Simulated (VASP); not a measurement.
# Pb (Fm-3m) in VASP: a series of runs

Pb is run at these levels: PBE; tasks: single point.

All numbers are computed with VASP 6.6.1; they aren't measurements. Logs are shortened: lines on timing, memory, paths and dates and some standing lists are left out, and cuts for length are marked.

## Step 1: The cell of the first run

The structure is cubic, space group Fm-3m (No. 225). The conventional cell has a = 4.950 Å, b = 4.950 Å, c = 4.950 Å, α = 90.00°, β = 90.00°, γ = 90.00°. Within 4.6 Å of Pb (site symmetry m-3m) lie 12 Pb at 3.50 Å.

## Step 2: Single point, PBE

The input, INCAR:

```
SYSTEM = Pb
PREC = Accurate
ENCUT = 520
EDIFF = 1E-6
ISMEAR = 0
SIGMA = 0.014
LREAL = .False.
LASPH = .True.
NELM = 100
ALGO = Normal
ISIF = 2
LWAVE = .False.
LCHARG = .False.
GGA = PE
NBANDS = 13
```

The input, KPOINTS:

```
Automatic mesh
0
Gamma
  9 9 9
  0 0 0
```

The input, POSCAR:

```
Pb
1.0
    0.0000000000      2.4750200000      2.4750200000
    2.4750200000      0.0000000000      2.4750200000
    2.4750200000      2.4750200000      0.0000000000
Pb
1
Direct
    0.0000000000      0.0000000000      0.0000000000
```

Potentials or basis: VASP PAW PBE potentials, release 64 (Pb_d).

Command:

```console
$ cat potpaw_PBE.64/Pb_d/POTCAR > POTCAR
$ mpirun -np 1 vasp_std > vasp.out
```

OUTCAR:

```text
SYSTEM = Pb
   PREC = Accurate
   ENCUT = 520
   EDIFF = 1E-6
   ISMEAR = 0
   LREAL = .False.
   LASPH = .True.
   NELM = 100
   ISIF = 2
   GGA = PE

 ion  position               nearest neighbor table
   1  0.000  0.000  0.000-

  LATTYP: Found a face centered cubic cell.
 ALAT       =     4.9500400000

  Lattice vectors:

 A1 = (   0.0000000000,   2.4750200000,   2.4750200000)
 A2 = (   2.4750200000,   0.0000000000,   2.4750200000)
 A3 = (   2.4750200000,   2.4750200000,   0.0000000000)

Analysis of symmetry for initial positions (statically):
[... 5 lines left out ...]
 face centered cubic supercell.

 Subroutine GETGRP returns: Found 48 space group operations
 (whereof 48 operations were pure point group operations)
 out of a pool of 48 trial point group operations.

The static configuration has the point symmetry O_h .

Analysis of symmetry for dynamics (positions and initial velocities):
[... 5 lines left out ...]
 face centered cubic supercell.

 Subroutine GETGRP returns: Found 48 space group operations
 (whereof 48 operations were pure point group operations)
 out of a pool of 48 trial point group operations.

The dynamic configuration has the point symmetry O_h .

 Subroutine INISYM returns: Found 48 space group operations
 (whereof 48 operations are pure point group operations),
 and found     1 'primitive' translations

----------------------------------------------------------------------------------------

                                     Primitive cell

  volume of cell :      30.3226

  direct lattice vectors                    reciprocal lattice vectors
     0.000000000  2.475020000  2.475020000    -0.202018570  0.202018570  0.202018570
     2.475020000  0.000000000  2.475020000     0.202018570 -0.202018570  0.202018570
     2.475020000  2.475020000  0.000000000     0.202018570  0.202018570 -0.202018570

  length of vectors
     3.500206851  3.500206851  3.500206851     0.349906427  0.349906427  0.349906427

  position of ions in fractional coordinates (direct lattice)
     0.000000000  0.000000000  0.000000000

  ion indices of the primitive-cell ions
   primitive index   ion index
                 1           1

----------------------------------------------------------------------------------------

 KPOINTS: Automatic mesh

Automatic generation of k-mesh.
 Grid dimensions read from file:
 generate k-points for:    9    9    9

 Generating k-lattice:

  Cartesian coordinates                     Fractional coordinates (reciprocal lattice)
    -0.022446508  0.022446508  0.022446508     0.111111111  0.000000000  0.000000000
     0.022446508 -0.022446508  0.022446508     0.000000000  0.111111111  0.000000000
     0.022446508  0.022446508 -0.022446508     0.000000000  0.000000000  0.111111111

  Length of vectors
     0.038878492  0.038878492  0.038878492

  Shift w.r.t. Gamma in fractional coordinates (k-lattice)
     0.000000000  0.000000000  0.000000000

 Subroutine IBZKPT returns following result:
 ===========================================

 Found     35 irreducible k-points:

 Following reciprocal coordinates:
            Coordinates               Weight
  0.000000  0.000000  0.000000      1.000000
  0.111111  0.000000  0.000000      8.000000
  0.222222  0.000000  0.000000      8.000000
  0.333333  0.000000  0.000000      8.000000
  0.444444  0.000000  0.000000      8.000000
  0.111111  0.111111  0.000000      6.000000
[... 16 lines left out ...]
 -0.333333  0.333333  0.000000     12.000000
  0.444444  0.444444  0.000000      6.000000
 [... further k-points ...]
   k-points           NKPTS =     35   k-points in BZ     NKDIM =     35   number of bands    NBANDS=     13
   number of dos      NEDOS =    301   number of ions     NIONS =      1
   total plane-waves  NPLWV =  21952
   dimension x,y,z NGX =    28 NGY =   28 NGZ =   28
   dimension x,y,z NGXF=    56 NGYF=   56 NGZF=   56
   ions per type =               1
   NGX,Y,Z   is equivalent  to a cutoff of  13.30, 13.30, 13.30 a.u.
   NGXF,Y,Z  is equivalent  to a cutoff of  26.60, 26.60, 26.60 a.u.
 SYSTEM =  Pb
   PREC   = accura    normal or accurate (medium, high low for compatibility)
   ISTART =      0    job   : 0-new  1-cont  2-samecut
   ICHARG =      2    charge: 1-file 2-atom 10-const
   ISPIN  =      1    spin polarized calculation?
   LNONCOLLINEAR =      F non collinear calculations
   LSORBIT =      F    spin-orbit coupling
   LASPH  =      T    aspherical Exc in radial PAW
   ENCUT  =  520.0 eV  38.22 Ry    6.18 a.u.   6.51  6.51  6.51*2*pi/ulx,y,z
   NELM   =    100;   NELMIN=  2; NELMDL= -5     # of ELM steps
   EDIFF  = 0.1E-05   stopping-criterion for ELM
   LREAL  =      F    real-space projection
   EDIFFG = 0.1E-04   stopping-criterion for IOM
   NSW    =      0    number of steps for IOM
   IBRION =     -1    ionic relax: 0-MD 1-quasi-New 2-CG
   NFREE  =      0    steps in history (QN), initial steepest desc. (CG)
   ISIF   =      2    stress and relaxation
   ISYM   =      2    0-nonsym 1-usesym 2-fastsym
   POTIM  = 0.5000    time-step for ionic-motion
   TEBEG  =    0.0;   TEEND  =   0.0 temperature during run
   PSTRESS=    0.0 pullay stress
   NELECT =      14.0000    total number of electrons
   NUPDOWN=      -1.0000    fix difference up-down
   EMIN   =  10.00;   EMAX   =-10.00  energy-range for DOS
   EFERMI =   0.00;   METHOD = LEGACY
   ISMEAR =     0;   SIGMA  =   0.01  broadening in eV -4-tet -1-fermi 0-gaus
   EFERMI_NEDOS =   21; number of points for ismear=-14 and -15
   IALGO  =     38    algorithm
   IMIX   =      4    mixing-type and parameters
     AMIX     =   0.40;   BMIX     =  1.00
     AMIX_MAG =   1.60;   BMIX_MAG =  1.00
  volume/ion in A,a.u.               =      30.32       204.63
  Fermi-wavevector in a.u.,A,eV,Ry     =   1.265306  2.391081 21.782907  1.600999
  Thomas-Fermi vector in A             =   2.398566
   LORBIT       =      0    0 simple, 1 ext, 2 COOP (PROOUT), +10 PAW based schemes
   GGA     = PE    functional components
   LHFCALC =     F    Hartree Fock is set to
   AEXX    =    0.0000 exact exchange contribution
   IVDW    =     0    specifies the selected vdW correction
   LEPSILON=     F    determine dielectric tensor
   LRPA    =     F    only Hartree local field effects (RPA)
 non-spin polarized calculation
 Gauss-broadening in eV      SIGMA  =   0.01
  energy-cutoff  :      520.00
  volume of cell :       30.32
 maximum number of plane-waves:       869
 NGX is ok and might be reduce to    28
   NGX = 13   NGY = 13   NGZ = 13

 number of electron      13.9999999 magnetization

 Free energy of the ion-electron system (eV)
  ---------------------------------------------------
  ext. energy  EPLUGINS =         0.00000000
  ---------------------------------------------------
  free energy    TOTEN  =        -3.56812271 eV

  energy without entropy =       -3.56786409  energy(sigma->0) =       -3.56799340

 E-fermi :   7.1453     XC(G=0): -10.1860

 val. band max:        6.9152789987   @ k =  -0.3333   0.3333   0.1111
 cond. band min:       7.1463347823   @ k =  -0.2222   0.3333   0.1111
 fundamental gap:      0.2310557836
 Fermi energy:         7.1452989640

 k-point     1 :       0.0000    0.0000    0.0000
  band No.  band energies     occupation
      1      -9.7946      2.00000
      2      -9.7946      2.00000
      3      -9.7946      2.00000
      4      -9.6545      2.00000
      5      -9.6545      2.00000
      6      -4.4738      2.00000
      7      14.6989      0.00000
      8      14.6989      0.00000
      9      14.6989      0.00000
     10      17.0446      0.00000
     11      18.6199      0.00000
     12      19.7651      0.00000
     13      19.7651      0.00000

 k-point     2 :       0.1111    0.0000    0.0000
  band No.  band energies     occupation
      1      -9.7952      2.00000
      2      -9.7782      2.00000
      3      -9.7782      2.00000
      4      -9.6545      2.00000
      5      -9.6545      2.00000
      6      -4.2360      2.00000
      7      12.3296      0.00000
      8      14.4167      0.00000
      9      14.4167      0.00000
     10      16.6520      0.00000
     11      19.5951      0.00000
     12      20.2688      0.00000
     13      20.2688      0.00000

 k-point     3 :       0.2222    0.0000    0.0000
  band No.  band energies     occupation
      1      -9.8003      2.00000
      2      -9.7587      2.00000
      3      -9.7587      2.00000
      4      -9.6319      2.00000
      5      -9.6319      2.00000
      6      -3.5244      2.00000
      7       8.8628      0.00000
      8      13.8173      0.00000
      9      13.8173      0.00000
     10      16.3081      0.00000
     11      19.1405      0.00000
     12      19.8939      0.00000
     13      19.8939      0.00000

 k-point     4 :       0.3333    0.0000    0.0000
  band No.  band energies     occupation
      1      -9.8117      2.00000
      2      -9.7682      2.00000
      3      -9.7682      2.00000
      4      -9.5731      2.00000
      5      -9.5731      2.00000
      6      -2.3829      2.00000
      7       5.7473      2.00000
      8      13.2446      0.00000
      9      13.2446      0.00000
     10      16.2137      0.00000
     11      17.8420      0.00000
     12      18.9979      0.00000
     13      18.9979      0.00000

 k-point     5 :       0.4444    0.0000    0.0000
  band No.  band energies     occupation
      1      -9.8218      2.00000
      2      -9.7815      2.00000
      3      -9.7815      2.00000
      4      -9.5267      2.00000
      5      -9.5267      2.00000
      6      -1.1187      2.00000
      7       3.4731      2.00000
      8      12.9063      0.00000
      9      12.9063      0.00000
     10      16.3942      0.00000
     11      16.9611      0.00000
     12      18.5419      0.00000
     13      18.5419      0.00000

 k-point     6 :       0.1111    0.1111    0.0000
  band No.  band energies     occupation
      1      -9.8138      2.00000
      2      -9.7605      2.00000
      3      -9.7605      2.00000
      4      -9.6748      2.00000
      5      -9.6401      2.00000
      6      -4.1569      2.00000
      7      13.0133      0.00000
      8      13.5210      0.00000
      9      13.5210      0.00000
     10      16.1963      0.00000
     11      18.8011      0.00000
     12      20.9787      0.00000
     13      21.1749      0.00000

 k-point     7 :       0.2222    0.1111    0.0000
  band No.  band energies     occupation
      1      -9.8227      2.00000
      2      -9.7365      2.00000
      3      -9.7303      2.00000
      4      -9.6808      2.00000
      5      -9.6160      2.00000
      6      -3.6030      2.00000
      7      10.0411      0.00000
      8      12.6944      0.00000
      9      13.1885      0.00000
     10      16.3541      0.00000
     11      17.5577      0.00000
     12      20.4945      0.00000
     13      21.6493      0.00000
[... 193 lines left out ...]
 k-point    20 :       0.3333    0.3333    0.0000
  band No.  band energies     occupation
      1      -9.9173      2.00000
      2      -9.8079      2.00000
      3      -9.5670      2.00000
      4      -9.5670      2.00000
      5      -9.5620      2.00000
      6      -1.6788      2.00000
      7       7.2558      0.00000
      8      10.2112      0.00000
      9      10.2112      0.00000
     10      13.5977      0.00000
     11      14.3452      0.00000
     12      25.2885      0.00000
     13      25.4167      0.00000

 k-point    21 :       0.4444    0.3333    0.0000
  band No.  band energies     occupation
      1      -9.9170      2.00000
      2      -9.8246      2.00000
      3      -9.5767      2.00000
      4      -9.5436      2.00000
      5      -9.5115      2.00000
      6      -0.6545      2.00000
      7       5.7194      2.00000
      8       8.7007      0.00000
      9       9.9064      0.00000
     10      13.5229      0.00000
     11      15.3159      0.00000
     12      24.2784      0.00000
     13      24.5488      0.00000

 k-point    22 :      -0.4444    0.3333    0.0000
  band No.  band energies     occupation
      1      -9.8859      2.00000
      2      -9.7840      2.00000
      3      -9.5947      2.00000
      4      -9.5741      2.00000
      5      -9.5140      2.00000
      6       0.2594      2.00000
      7       4.8449      2.00000
      8       6.8336      2.00000
      9      10.1594      0.00000
     10      13.7026      0.00000
     11      17.9154      0.00000
     12      23.3978      0.00000
     13      23.5267      0.00000

 k-point    23 :      -0.3333    0.3333    0.0000
  band No.  band energies     occupation
      1      -9.8495      2.00000
      2      -9.6917      2.00000
      3      -9.6449      2.00000
      4      -9.6224      2.00000
      5      -9.5582      2.00000
      6       0.1130      2.00000
      7       5.4671      2.00000
      8       5.7369      2.00000
      9      10.9410      0.00000
     10      14.1950      0.00000
     11      21.0316      0.00000
     12      22.6564      0.00000
     13      22.6781      0.00000

 k-point    24 :       0.4444    0.4444    0.0000
  band No.  band energies     occupation
      1      -9.9529      2.00000
      2      -9.8611      2.00000
      3      -9.5347      2.00000
      4      -9.4959      2.00000
      5      -9.4959      2.00000
      6       0.1218      2.00000
      7       4.5682      2.00000
      8       9.4311      0.00000
      9       9.4311      0.00000
     10      12.7575      0.00000
     11      13.9743      0.00000
     12      25.5436      0.00000
     13      27.2385      0.00000

 [... further k-points ...]
[... 5 lines left out ...]
  --------------------------------------------------------------------------------------
  -------------------------------------------------------------------------------------
  Total        0.4136325      0.4136325      0.4136325     -0.0000000     -0.0000000      0.0000000
  in kB       21.8554167     21.8554167     21.8554167     -0.0000000     -0.0000000      0.0000000
  external PRESSURE =      21.8554167 kB  Pullay stress =       0.0000000 kB

 VOLUME and BASIS-vectors are now :
 -----------------------------------------------------------------------------
  energy-cutoff  :      520.00
  volume of cell :       30.32
      direct lattice vectors                 reciprocal lattice vectors
     0.000000000  2.475020000  2.475020000    -0.202018570  0.202018570  0.202018570
     2.475020000  0.000000000  2.475020000     0.202018570 -0.202018570  0.202018570
     2.475020000  2.475020000  0.000000000     0.202018570  0.202018570 -0.202018570

 POSITION                                       TOTAL-FORCE (eV/Angst)
 -----------------------------------------------------------------------------------
      0.00000      0.00000      0.00000         0.000000      0.000000      0.000000
 -----------------------------------------------------------------------------------
    total drift:                               -0.000000     -0.000000     -0.000000

  FREE ENERGIE OF THE ION-ELECTRON SYSTEM (eV)
  ---------------------------------------------------
  free  energy   TOTEN  =        -3.5681227073 eV

  energy  without entropy=       -3.5678640889  energy(sigma->0) =       -3.56799340
```

Run time: 8.3 s. Hardware: 1 thread of Intel Xeon 6975P-C, shared host; peak memory 0.16 GiB.

What came out:

```yaml
Free_energy: -3.5681 eV
Pressure: 2.2 GPa
Band_gap_on_the_k_mesh: zero (band 7 reaches 14.70 eV, above the bottom of band 8 at 5.74 eV)
```

Caveat: spin-orbit coupling is left out, which moves the levels of the heavy elements.

## Step 3: Single point, PBE

The input, INCAR:

```
ALGO = Fast
EDIFF = 1E-6
ENCUT = 520
GGA = PE
ISIF = 2
ISMEAR = 0
LASPH = True
LCHARG = True
LELF = True
LREAL = False
LVHAR = True
LWAVE = False
NBANDS = 13
NELM = 80
PREC = Accurate
SIGMA = 0.017
```

The input, KPOINTS:

```
k-points
0
Gamma
  9 9 9
```

POSCAR is that of step 2.

Potentials or basis: VASP PAW PBE potentials, release 64 (Pb_d).

Command:

```console
$ cat potpaw_PBE.64/Pb_d/POTCAR > POTCAR
$ mpirun -np 1 vasp_std > vasp.out
```

Run time: 14 s. Hardware: 1 thread of Intel Xeon 6975P-C, shared host; peak memory 0.15 GiB.

The run converged. Its results:

```
Free energy            : -3.5682 eV
Pressure               : 2.2 GPa
Band gap on the k mesh : zero (band 7 reaches 14.70 eV, above the bottom of band 8 at 5.74 eV)
```

Levels at points of the mesh, in eV from the Fermi level:
```csv
k point,band 3,band 4,band 5,band 6,band 7,band 8,band 9,band 10,band 11,band 12
"(0.00, 0.00, 0.00)",-16.94,-16.80,-16.80,-11.62,7.55,7.55,7.55,9.90,11.47,12.62
```

Caveat: spin-orbit coupling is left out, which moves the levels of the heavy elements.
